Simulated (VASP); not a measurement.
# BN in VASP: notebook

BN is run at these levels: PBEsol; tasks: single point, relaxation of cell and atoms.

Program: VASP 6.6.1. These are calculated values, not measurements. Logs are shortened: lines on timing, memory, paths and dates and some standing lists are left out, and cuts for length are marked.

## (1) The cell of the first run

Symmetry: Imm2, No. 44, orthorhombic system. The conventional cell has a = 2.564 Å, b = 2.564 Å, c = 3.626 Å, α = 90.00°, β = 90.00°, γ = 90.00°. Within 2.0 Å of B (site symmetry mm2) lie 4 N at 1.52 to 1.62 Å. N (site symmetry mm2) has 4 B at 1.52 to 1.62 Å within 2.0 Å.

## (2) Single point, PBEsol (one atom moved)

File INCAR:

```
ALGO = Normal ; EDIFF = 1E-6
ENCUT = 520 ; GGA = PS
ISIF = 2 ; ISMEAR = 0
LASPH = T ; LCHARG = F
LREAL = F ; LWAVE = F
NBANDS = 11 ; NELM = 60
PREC = Accurate ; SIGMA = 0.02
```

File KPOINTS:

```
k-points
0
Gamma
  12 12 12
```

File POSCAR:

```
BN
1.0
    0.0000000000      1.8130010000      1.8130010000
    1.8130010000      0.0000000000      1.8130010000
    1.8130010000      1.8130010000      0.0000000000
B N
1 1
Direct
    0.0000000000      0.0000000000      0.0000000000
    0.7251792746      0.7748207254      0.7748207254
```

Potentials or basis: VASP PAW PBE potentials, release 64 (B, N).

Run with:

```
cat potpaw_PBE.64/B/POTCAR potpaw_PBE.64/N/POTCAR > POTCAR
mpirun -np 1 vasp_std > vasp.out
```

OUTCAR:

```text
EDIFF = 1E-6
   ENCUT = 520
   GGA = PS
   ISIF = 2
   ISMEAR = 0
   LASPH = T
   LREAL = F
   NELM = 60
   PREC = Accurate

 ion  position               nearest neighbor table
   1  0.000  0.000  0.000-   2 1.52   2 1.52   2 1.62   2 1.62
   2  0.725  0.775  0.775-   1 1.52   1 1.52   1 1.62   1 1.62

  LATTYP: Found a face centered cubic cell.
 ALAT       =     3.6260020000

  Lattice vectors:

 A1 = (   0.0000000000,   1.8130010000,   1.8130010000)
 A2 = (   1.8130010000,   0.0000000000,   1.8130010000)
 A3 = (   1.8130010000,   1.8130010000,   0.0000000000)

Analysis of symmetry for initial positions (statically):
=====================================================================
 Subroutine PRICEL returns:
 Original cell was already a primitive cell.

 Routine SETGRP: Setting up the symmetry group for a
 face centered cubic supercell.

 Subroutine GETGRP returns: Found  4 space group operations
 (whereof  4 operations were pure point group operations)
 out of a pool of 48 trial point group operations.

The static configuration has the point symmetry C_2v.

Analysis of symmetry for dynamics (positions and initial velocities):
=====================================================================
 Subroutine PRICEL returns:
 Original cell was already a primitive cell.

 Routine SETGRP: Setting up the symmetry group for a
 face centered cubic supercell.

 Subroutine GETGRP returns: Found  4 space group operations
 (whereof  4 operations were pure point group operations)
 out of a pool of 48 trial point group operations.

The dynamic configuration has the point symmetry C_2v.

 Subroutine INISYM returns: Found  4 space group operations
 (whereof  4 operations are pure point group operations),
 and found     1 'primitive' translations

----------------------------------------------------------------------------------------

                                     Primitive cell

  volume of cell :      11.9186

  direct lattice vectors                    reciprocal lattice vectors
     0.000000000  1.813001000  1.813001000    -0.275785838  0.275785838  0.275785838
     1.813001000  0.000000000  1.813001000     0.275785838 -0.275785838  0.275785838
     1.813001000  1.813001000  0.000000000     0.275785838  0.275785838 -0.275785838

  length of vectors
     2.563970603  2.563970603  2.563970603     0.477675083  0.477675083  0.477675083

  position of ions in fractional coordinates (direct lattice)
     0.000000000  0.000000000  0.000000000
     0.725179275  0.774820725  0.774820725

  ion indices of the primitive-cell ions
   primitive index   ion index
                 1           1
                 2           2

----------------------------------------------------------------------------------------

 KPOINTS: k-points

Automatic generation of k-mesh.
 Grid dimensions read from file:
 generate k-points for:   12   12   12

 Generating k-lattice:

  Cartesian coordinates                     Fractional coordinates (reciprocal lattice)
    -0.022982153  0.022982153  0.022982153     0.083333333  0.000000000  0.000000000
     0.022982153 -0.022982153  0.022982153     0.000000000  0.083333333  0.000000000
     0.022982153  0.022982153 -0.022982153     0.000000000  0.000000000  0.083333333

  Length of vectors
     0.039806257  0.039806257  0.039806257

  Shift w.r.t. Gamma in fractional coordinates (k-lattice)
     0.000000000  0.000000000  0.000000000

 Subroutine IBZKPT returns following result:
 ===========================================

 Found    280 irreducible k-points:

 Following reciprocal coordinates:
            Coordinates               Weight
  0.000000  0.000000  0.000000      1.000000
  0.083333  0.000000  0.000000      4.000000
  0.000000  0.083333  0.000000      4.000000
  0.166667  0.000000  0.000000      4.000000
  0.000000  0.166667  0.000000      4.000000
  0.250000  0.000000  0.000000      4.000000
[... 16 lines left out ...]
  0.166667 -0.083333 -0.083333      4.000000
  0.333333  0.083333  0.000000      8.000000
 [... further k-points ...]
   k-points           NKPTS =    280   k-points in BZ     NKDIM =    280   number of bands    NBANDS=     11
   number of dos      NEDOS =    301   number of ions     NIONS =      2
   total plane-waves  NPLWV =   8000
   dimension x,y,z NGX =    20 NGY =   20 NGZ =   20
   dimension x,y,z NGXF=    40 NGYF=   40 NGZF=   40
   ions per type =               1   1
   NGX,Y,Z   is equivalent  to a cutoff of  12.97, 12.97, 12.97 a.u.
   NGXF,Y,Z  is equivalent  to a cutoff of  25.94, 25.94, 25.94 a.u.
 SYSTEM =  unknown system
   PREC   = accura    normal or accurate (medium, high low for compatibility)
   ISTART =      0    job   : 0-new  1-cont  2-samecut
   ICHARG =      2    charge: 1-file 2-atom 10-const
   ISPIN  =      1    spin polarized calculation?
   LNONCOLLINEAR =      F non collinear calculations
   LSORBIT =      F    spin-orbit coupling
   LASPH  =      T    aspherical Exc in radial PAW
   ENCUT  =  520.0 eV  38.22 Ry    6.18 a.u.   4.77  4.77  4.77*2*pi/ulx,y,z
   NELM   =     60;   NELMIN=  2; NELMDL= -5     # of ELM steps
   EDIFF  = 0.1E-05   stopping-criterion for ELM
   LREAL  =      F    real-space projection
   EDIFFG = 0.1E-04   stopping-criterion for IOM
   NSW    =      0    number of steps for IOM
   IBRION =     -1    ionic relax: 0-MD 1-quasi-New 2-CG
   NFREE  =      0    steps in history (QN), initial steepest desc. (CG)
   ISIF   =      2    stress and relaxation
   ISYM   =      2    0-nonsym 1-usesym 2-fastsym
   POTIM  = 0.5000    time-step for ionic-motion
   TEBEG  =    0.0;   TEEND  =   0.0 temperature during run
   PSTRESS=    0.0 pullay stress
   NELECT =       8.0000    total number of electrons
   NUPDOWN=      -1.0000    fix difference up-down
   EMIN   =  10.00;   EMAX   =-10.00  energy-range for DOS
   EFERMI =   0.00;   METHOD = LEGACY
   ISMEAR =     0;   SIGMA  =   0.02  broadening in eV -4-tet -1-fermi 0-gaus
   EFERMI_NEDOS =   21; number of points for ismear=-14 and -15
   IALGO  =     38    algorithm
   IMIX   =      4    mixing-type and parameters
     AMIX     =   0.40;   BMIX     =  1.00
     AMIX_MAG =   1.60;   BMIX_MAG =  1.00
  volume/ion in A,a.u.               =       5.96        40.22
  Fermi-wavevector in a.u.,A,eV,Ry     =   1.433387  2.708709 27.954506  2.054598
  Thomas-Fermi vector in A             =   2.552911
   LORBIT       =      0    0 simple, 1 ext, 2 COOP (PROOUT), +10 PAW based schemes
   GGA     = PS    functional components
   LHFCALC =     F    Hartree Fock is set to
   AEXX    =    0.0000 exact exchange contribution
   IVDW    =     0    specifies the selected vdW correction
   LEPSILON=     F    determine dielectric tensor
   LRPA    =     F    only Hartree local field effects (RPA)
 non-spin polarized calculation
 Gauss-broadening in eV      SIGMA  =   0.02
  energy-cutoff  :      520.00
  volume of cell :       11.92
 maximum number of plane-waves:       332
   NGX =  9   NGY =  9   NGZ =  9

 number of electron       7.9999999 magnetization

 Free energy of the ion-electron system (eV)
  ---------------------------------------------------
  ext. energy  EPLUGINS =         0.00000000
  ---------------------------------------------------
  free energy    TOTEN  =       -18.24869649 eV

  energy without entropy =      -18.24869649  energy(sigma->0) =      -18.24869649

 E-fermi :   8.0446     XC(G=0): -12.9711

 val. band max:        7.9502223018   @ k =   0.0000   0.0000   0.0000
 cond. band min:      11.4179251612   @ k =   0.5000   0.5000   0.0000
 fundamental gap:      3.4677028593
 Fermi energy:         8.0445926181

 k-point     1 :       0.0000    0.0000    0.0000
  band No.  band energies     occupation
      1     -12.9049      2.00000
      2       6.3747      2.00000
      3       7.3190      2.00000
      4       7.9502      2.00000
      5      15.4701      0.00000
      6      15.8315      0.00000
      7      16.7475      0.00000
      8      17.4077      0.00000
      9      31.5162      0.00000
     10      34.4526      0.00000
     11      34.8149      0.00000

 k-point     2 :       0.0833    0.0000    0.0000
  band No.  band energies     occupation
      1     -12.7375      2.00000
      2       5.6951      2.00000
      3       6.9773      2.00000
      4       7.7533      2.00000
      5      15.7334      0.00000
      6      15.9781      0.00000
      7      16.8715      0.00000
      8      18.1744      0.00000
      9      31.2794      0.00000
     10      32.2187      0.00000
     11      32.5625      0.00000

 k-point     3 :       0.0000    0.0833    0.0000
  band No.  band energies     occupation
      1     -12.7354      2.00000
      2       6.2195      2.00000
      3       6.6182      2.00000
      4       7.4997      2.00000
      5      15.6325      0.00000
      6      16.2310      0.00000
      7      17.0154      0.00000
      8      17.8699      0.00000
      9      31.2702      0.00000
     10      32.6508      0.00000
     11      32.7684      0.00000

 k-point     4 :       0.1667    0.0000    0.0000
  band No.  band energies     occupation
      1     -12.2414      2.00000
      2       3.8359      2.00000
      3       6.3973      2.00000
      4       7.2843      2.00000
      5      16.2339      0.00000
      6      16.3188      0.00000
      7      17.5697      0.00000
      8      19.5823      0.00000
      9      30.4480      0.00000
     10      30.7814      0.00000
     11      31.0531      0.00000
[... 239 lines left out ...]
 k-point    22 :       0.0833    0.0000    0.2500
  band No.  band energies     occupation
      1     -11.5802      2.00000
      2       2.8556      2.00000
      3       5.2328      2.00000
      4       6.1879      2.00000
      5      15.8027      0.00000
      6      17.8719      0.00000
      7      18.3749      0.00000
      8      19.8115      0.00000
      9      27.7602      0.00000
     10      32.2277      0.00000
     11      33.2359      0.00000

 k-point    23 :       0.1667   -0.0833   -0.0833
  band No.  band energies     occupation
      1     -11.5900      2.00000
      2       2.3641      2.00000
      3       5.8620      2.00000
      4       6.1511      2.00000
      5      15.9434      0.00000
      6      17.6999      0.00000
      7      18.4805      0.00000
      8      20.1504      0.00000
      9      27.3774      0.00000
     10      32.1607      0.00000
     11      32.5617      0.00000

 k-point    24 :       0.3333    0.0833    0.0000
  band No.  band energies     occupation
      1     -10.6267      2.00000
      2       0.0085      2.00000
      3       4.9827      2.00000
      4       6.1953      2.00000
      5      16.2981      0.00000
      6      17.4606      0.00000
      7      19.3390      0.00000
      8      21.4655      0.00000
      9      27.7715      0.00000
     10      31.7615      0.00000
     11      32.3894      0.00000

 [... further k-points ...]
[... 5 lines left out ...]
  --------------------------------------------------------------------------------------
  -------------------------------------------------------------------------------------
  Total       -0.3114998     -0.2285094     -0.2285094      0.0000000      0.1665677      0.0000000
  in kB      -41.8739839    -30.7178330    -30.7178330      0.0000000     22.3911946      0.0000000
  external PRESSURE =     -34.4365500 kB  Pullay stress =       0.0000000 kB

 VOLUME and BASIS-vectors are now :
 -----------------------------------------------------------------------------
  energy-cutoff  :      520.00
  volume of cell :       11.92
      direct lattice vectors                 reciprocal lattice vectors
     0.000000000  1.813001000  1.813001000    -0.275785838  0.275785838  0.275785838
     1.813001000  0.000000000  1.813001000     0.275785838 -0.275785838  0.275785838
     1.813001000  1.813001000  0.000000000     0.275785838  0.275785838 -0.275785838

 POSITION                                       TOTAL-FORCE (eV/Angst)
 -----------------------------------------------------------------------------------
      0.00000      0.00000      0.00000         2.098053      0.000000      0.000000
      2.80950      2.71950      2.71950        -2.098053     -0.000000     -0.000000
 -----------------------------------------------------------------------------------
    total drift:                               -0.000053      0.000002      0.000002

  FREE ENERGIE OF THE ION-ELECTRON SYSTEM (eV)
  ---------------------------------------------------
  free  energy   TOTEN  =       -18.2486964914 eV

  energy  without entropy=      -18.2486964914  energy(sigma->0) =      -18.24869649
```

Wall time 45 s (1 thread of Intel Xeon 8259CL, shared host); peak memory 0.11 GiB.

What came out:

| Item | Value |
| --- | --- |
| Free energy | -18.2487 eV |
| Pressure | -3.4 GPa |
| Largest force | 2.098 eV/Å |
| Band gap on the k mesh | 3.47 eV, indirect (least direct gap 7.52 eV) |

Forces in eV/Å, atoms in the order of the input:
```
B    2.098  0.000  0.000
N   -2.098  0.000  0.000
```

Stress tensor (GPa, compression positive):
```
-4.19  0.00  0.00
 0.00 -3.07  2.24
 0.00  2.24 -3.07
```

Levels at points of the mesh, in eV from the valence-band top:
```
           k point  band 2  band 3  band 4  band 5  band 6  band 7
(0.00, 0.00, 0.00)   -1.58   -0.63    0.00    7.52    7.88    8.80
(0.50, 0.00, 0.00)  -11.53   -3.03   -2.02    9.05    9.06   11.28
(0.00, 0.50, 0.00)  -11.26   -3.33   -2.12    8.39    9.58   10.76
(0.50, 0.50, 0.00)   -9.65   -5.54   -5.54    3.47    8.12   17.20
(0.00, 0.50, 0.50)   -9.60   -6.02   -5.25    3.58    8.36   16.37
```

Caveat: the cell differs from its parent crystal (one atom moved); the PAW data sets were made with another functional, which shifts forces and pressure a little.

## (3) Single point, PBEsol

This run uses another cell than the first one, of 5.69 Å³/atom, 0.955 times its volume.

File INCAR:

```
PREC     = Accurate       # precision mode
ENCUT    = 520            # plane-wave cutoff, eV
EDIFF    = 1E-7           # SCF threshold, eV
ISMEAR   = 0              # smearing method
SIGMA    = 0.01           # smearing width, eV
LREAL    = F              # projectors in reciprocal space
LASPH    = T              # aspherical terms in the spheres
NELM     = 100            # most SCF steps
ALGO     = Normal         # electronic algorithm
ISIF     = 2              # what is computed and relaxed
LWAVE    = F              # write WAVECAR
LCHARG   = F              # write CHGCAR
GGA      = PS             # functional
NBANDS   = 11             # bands
```

File KPOINTS:

```
Automatic mesh
0
Gamma
  12 12 12
```

File POSCAR:

```
BN
1.0
    0.0000000000      1.7852147961      1.7852147961
    1.7852147961      0.0000000000      1.7852147961
    1.7852147961      1.7852147961      0.0000000000
B N
1 1
Direct
    0.0000000000      0.0000000000      0.0000000000
    0.7500000000      0.7500000000      0.7500000000
```

Potentials or basis: VASP PAW PBE potentials, release 64 (B, N).

Run with:

```
cat potpaw_PBE.64/B/POTCAR potpaw_PBE.64/N/POTCAR > POTCAR
mpirun -np 1 vasp_std > vasp.out
```

It took 5 s on 1 thread of Intel Xeon 6975P-C (Granite Rapids), shared host; peak memory 0.12 GiB.

The run converged. Its results:

```yaml
Free_energy: -18.3323 eV
Pressure: 12.7 GPa
Band_gap_on_the_k_mesh: 4.31 eV, indirect (least direct gap 8.94 eV)
```

Levels at points of the mesh, in eV from the valence-band top:
| k point | band 1 | band 2 | band 3 | band 4 | band 5 | band 6 | band 7 | band 8 |
| --- | --- | --- | --- | --- | --- | --- | --- | --- |
| (0.00, 0.00, 0.00) | -20.68 | 0.00 | 0.00 | 0.00 | 8.94 | 8.94 | 8.94 | 10.87 |
| (0.50, 0.00, 0.00) | -16.23 | -11.13 | -2.02 | -2.02 | 10.58 | 10.82 | 10.82 | 15.45 |
| (0.50, 0.50, 0.00) | -14.81 | -9.21 | -5.13 | -5.13 | 4.31 | 9.30 | 18.45 | 18.45 |

Caveat: the PAW data sets were made with another functional, which shifts forces and pressure a little. Expect the measured gap to be larger: semilocal functionals such as PBEsol lack the derivative discontinuity.

(Continued in part 2 of 3.)
